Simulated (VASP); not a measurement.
# TePt (P6_3/mmc) in VASP: notebook, part 3 of 3

VASP 6.6.1. Earlier steps stand in the parts before.

## 6. Relaxation of shape and atoms at fixed volume, r2SCAN (22.54 Å³/atom)

This run uses another cell than the first one, of 22.54 Å³/atom.

POSCAR

```
TePt
1.0
    4.2796166628      0.0000000000      0.0000000000
   -2.1398083314      3.7062567485      0.0000000000
    0.0000000000      0.0000000000      5.6850030293
Te Pt
2 2
Direct
    0.3333333333      0.6666666667      0.2500000000
    0.6666666667      0.3333333333      0.7500000000
    0.0000000000      0.0000000000      0.0000000000
    0.0000000000      0.0000000000      0.5000000000
```

INCAR.step1

```
PREC = Accurate ; ENCUT = 600
ISMEAR = 0 ; SIGMA = 0.1
LREAL = F ; LASPH = T
NELM = 60 ; GGA = PE
ALGO = Normal ; EDIFF = 1E-4
LWAVE = T ; LCHARG = F
```

INCAR.step2

```
PREC = Accurate ; ENCUT = 600
EDIFF = 1E-7 ; ISMEAR = 0
SIGMA = 0.1 ; LREAL = F
LASPH = T ; NELM = 60
ALGO = Normal ; ISIF = 4
LWAVE = F ; LCHARG = F
METAGGA = R2SCAN ; LMIXTAU = T
IBRION = 2 ; NSW = 50
EDIFFG = -0.01 ; ISTART = 1
```

KPOINTS

```
regular mesh
0
Gamma
  12 12 8
```

Potentials or basis: VASP PAW PBE potentials, release 64 (Te, Pt).

Started as:

```bash
> cat potpaw_PBE.64/Te/POTCAR potpaw_PBE.64/Pt/POTCAR > POTCAR
> cp INCAR.step1 INCAR
> mpirun -np 1 vasp_std > vasp.out
> cp INCAR.step2 INCAR
> mpirun -np 1 vasp_std > vasp.out
```

OUTCAR:

```text
PREC = Accurate
   ENCUT = 600
   EDIFF = 1E-7
   ISMEAR = 0
   LREAL = F
   LASPH = T
   NELM = 60
   ISIF = 4
   METAGGA = R2SCAN
   IBRION = 2
   NSW = 50
   EDIFFG = -0.01
   ISTART = 1

 ion  position               nearest neighbor table
   1  0.333  0.667  0.250-   3 2.85   4 2.85   3 2.85   4 2.85   3 2.85   4 2.85
   2  0.667  0.333  0.750-   3 2.85   4 2.85   3 2.85   4 2.85   3 2.85   4 2.85
   3  0.000  0.000  0.000-   4 2.84   4 2.84   1 2.85   2 2.85   2 2.85   1 2.85   2 2.85   1 2.85

   4  0.000  0.000  0.500-   3 2.84   3 2.84   1 2.85   2 2.85   2 2.85   1 2.85   2 2.85   1 2.85

  LATTYP: Found a hexagonal cell.
 ALAT       =     4.2796166628
 C/A-ratio  =     1.3283907128

  Lattice vectors:

 A1 = (   4.2796166628,   0.0000000000,   0.0000000000)
 A2 = (  -2.1398083314,   3.7062567485,   0.0000000000)
 A3 = (   0.0000000000,   0.0000000000,   5.6850030293)

Analysis of symmetry for initial positions (statically):
=====================================================================
 Subroutine PRICEL returns:
 Original cell was already a primitive cell.
[... 225 lines left out ...]

 E-fermi :   8.7040     XC(G=0): -11.6712

 val. band max:        8.6975774909   @ k =   0.1667   0.0000   0.3750
 cond. band min:       8.7065380863   @ k =   0.3333   0.1667   0.2500
 fundamental gap:      0.0089605954
 Fermi energy:         8.7040074615

 k-point     1 :       0.0000    0.0000    0.0000
  band No.  band energies     occupation
      1      -5.4617      2.00000
      2      -2.8848      2.00000
      3       1.5615      2.00000
      4       2.6995      2.00000
      5       2.6995      2.00000
      6       3.4546      2.00000
[... 541 lines left out ...]
     19      11.5690      0.00000
     20      12.3501      0.00000

 [... further k-points ...]

------------------------ aborting loop because EDIFF is reached ----------------------------------------

  FORCE on cell =-STRESS in cart. coord.  units (eV):
  Direction    XX          YY          ZZ          XY          YZ          ZX
  --------------------------------------------------------------------------------------
  -------------------------------------------------------------------------------------
  Total       -1.9833627     -1.9833627     -2.0183755      0.0000000     -0.0000000      0.0000000
  in kB      -35.2404666    -35.2404666    -35.8625753      0.0000000     -0.0000000      0.0000000
  external PRESSURE =     -35.4478362 kB  Pullay stress =       0.0000000 kB

 VOLUME and BASIS-vectors are now :
 -----------------------------------------------------------------------------
  energy-cutoff  :      600.00
  volume of cell :       90.17
      direct lattice vectors                 reciprocal lattice vectors
     4.280958199  0.000000000  0.000000000     0.233592564  0.134864729 -0.000000000
    -2.140479100  3.707418553 -0.000000000     0.000000000  0.269729459  0.000000000
     0.000000000  0.000000000  5.681440536     0.000000000  0.000000000  0.176011699

 POSITION                                       TOTAL-FORCE (eV/Angst)
 -----------------------------------------------------------------------------------
     -0.00000      2.47161      1.42036         0.000000     -0.000000     -0.000000
      2.14048      1.23581      4.26108        -0.000000      0.000000      0.000000
     -2.14048      3.70742     -0.00000        -0.000000      0.000000      0.000000
      2.14048      3.70742      2.84072        -0.000000      0.000000      0.000000
 -----------------------------------------------------------------------------------
    total drift:                               -0.000000      0.000000      0.000000

  FREE ENERGIE OF THE ION-ELECTRON SYSTEM (eV)
  ---------------------------------------------------
  free  energy   TOTEN  =      -154.5985585896 eV

  energy  without entropy=     -154.5873197903  energy(sigma->0) =     -154.59293919

 reached required accuracy - stopping structural energy minimisation
```

OUTCAR.step1:

```text
PREC = Accurate
   ENCUT = 600
   ISMEAR = 0
   LREAL = F
[... 785 lines left out ...]
     -0.00000      2.47084      1.42125        -0.000000      0.000000      0.000000
      2.13981      1.23542      4.26375         0.000000     -0.000000      0.000000
      0.00000      0.00000      0.00000        -0.000000      0.000000      0.000000
      0.00000      0.00000      2.84250        -0.000000      0.000000      0.000000
 -----------------------------------------------------------------------------------
    total drift:                               -0.000000      0.000000      0.000000

  FREE ENERGIE OF THE ION-ELECTRON SYSTEM (eV)
  ---------------------------------------------------
  free  energy   TOTEN  =       -19.2960474434 eV

  energy  without entropy=      -19.2837072693  energy(sigma->0) =      -19.28987736
```

OSZICAR.step1:

```text
N       E                     dE             d eps       ncg     rms          rms(c)
DAV:   1     0.188197493950E+03    0.18820E+03   -0.15433E+04  3808   0.158E+03
DAV:   2    -0.922219769235E+01   -0.19742E+03   -0.18657E+03  4492   0.272E+02
DAV:   3    -0.194055863846E+02   -0.10183E+02   -0.97338E+01  4692   0.571E+01
DAV:   4    -0.196119880766E+02   -0.20640E+00   -0.20555E+00  4336   0.881E+00
DAV:   5    -0.196166471921E+02   -0.46591E-02   -0.46580E-02  4440   0.133E+00    0.185E+01
DAV:   6    -0.193689763451E+02    0.24767E+00   -0.91046E-01  4072   0.797E+00    0.111E+01
DAV:   7    -0.193233265432E+02    0.45650E-01   -0.27714E-01  3992   0.401E+00    0.246E+00
DAV:   8    -0.192959339252E+02    0.27393E-01   -0.12000E-01  3964   0.311E+00    0.127E+00
DAV:   9    -0.192964497879E+02   -0.51586E-03   -0.56248E-03  4224   0.438E-01    0.737E-01
DAV:  10    -0.192961969025E+02    0.25289E-03   -0.43442E-03  3920   0.482E-01    0.174E-01
DAV:  11    -0.192960427943E+02    0.15411E-03   -0.32480E-04  3096   0.162E-01    0.160E-01
DAV:  12    -0.192960474434E+02   -0.46491E-05   -0.61156E-05  1924   0.487E-02
   1 F= -.19296047E+02 E0= -.19289877E+02  d E =-.123402E-01
```

Wall time 43 min (1 thread of Oxide Virtual Turin-like, shared host); peak memory 0.37 GiB.

Results:

- Free energy: -154.5986 eV
- Energy gained by relaxing: 0.0 meV/atom
- Ionic steps: 2
- Pressure after relaxing: -3.5 GPa
- Band gap on the k mesh: zero (bands 16 and 17 overlap by 1.27 eV)

Final structure:
```xyz
4
Lattice="4.2810 0.0000 0.0000 -2.1405 3.7074 0.0000 0.0000 0.0000 5.6814" Properties=species:S:1:pos:R:3 pbc="T T T"
Te    0.0000    2.4716    1.4204
Te    2.1405    1.2358    4.2611
Pt   -2.1405    3.7074    0.0000
Pt    2.1405    3.7074    2.8407
```

Caveat: the PAW data sets were made with another functional, which shifts forces and pressure a little; spin-orbit coupling is left out, which moves the levels of the heavy elements.

## 7. The runs side by side

| task | cell | cutoff (eV) | gap on the mesh (eV) | pressure (GPa) |
| --- | --- | --- | --- | --- |
| single point | a = 3.786, b = 3.786, c = 5.139 Å, angles 90.0, 90.0, 120.0°, 4 atoms | 520 | none | 90.6 |
| single point | a = 3.915, b = 3.915, c = 5.280 Å, angles 90.0, 90.0, 120.0°, 4 atoms | 520 | none | 50.3 |
| single point | a = 4.035, b = 4.035, c = 5.412 Å, angles 90.0, 90.0, 120.0°, 4 atoms | 520 | none | 25.1 |
| single point | a = 4.124, b = 4.124, c = 5.507 Å, angles 90.0, 90.0, 120.0°, 4 atoms | 520 | none | 12.0 |
| relaxation of shape and atoms at fixed volume | relaxed from a = 4.280, b = 4.280, c = 5.685 Å, angles 90.0, 90.0, 120.0°, 4 atoms | 600 | none | -3.5 |

Alike in all rows: level r2SCAN; potentials or basis VASP PAW PBE potentials, release 64 (Te, Pt); no spin polarisation; k mesh 12 × 12 × 8; smearing gaussian 0.1 eV.

Caveats: the PAW data sets were made with another functional, which shifts forces and pressure a little; spin-orbit coupling is left out, which moves the levels of the heavy elements; the cell stands under pressure (at least some runs).

Total energies depend on the potentials used, so only differences within one code and one set of settings carry meaning.

The gap in the log of VASP goes by the Fermi energy; the results here count the filled bands.